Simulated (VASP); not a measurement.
The system is Be.

```
Be
1.0
     0.00000    1.59482    1.59482
     1.59482    0.00000    1.59482
     1.59482    1.59482    0.00000
Be
1
Direct
  0.00000 0.00000 0.00000
```

This isn't the form of Be at room conditions, which is hcp.

| Property | Result |
| --- | --- |
| Program | VASP 6.6.1 |
| Task | relaxation of cell and atoms |
| Functional | LDA |
| Potentials or basis | VASP PAW LDA potentials, release 64 (Be) |
| Cutoff | 600 eV |
| k mesh | 17 × 17 × 17 |
| Occupations | fermi-dirac, width 0.1 eV |
| Spin | no spin polarisation |

At the start: pressure -8.6 GPa; volume 8.11 Å³/atom.

Task: Where does the relaxation end?

Result: Over 3 steps the energy falls by 16.6 meV/atom and the volume is 7.53 Å³/atom (-7.2 %); space group Fm-3m (No. 225, to 0.1 Å) before and after.

Step by step:
| step | energy change (eV) | largest force (eV/Å) | pressure (GPa) | volume (Å³) |
| --- | --- | --- | --- | --- |
| 1 | 0.0000 | 0.0000 | -8.56 | 8.11 |
| 2 | -0.0162 | 0.0000 | -1.49 | 7.61 |
| 3 | -0.0166 | 0.0000 | -0.05 | 7.53 |

Final structure:
```
Be
1.0
     0.00000    1.55563    1.55563
     1.55563    0.00000    1.55563
     1.55563    1.55563    0.00000
Be
1
Direct
  0.00000 0.00000 0.00000
```
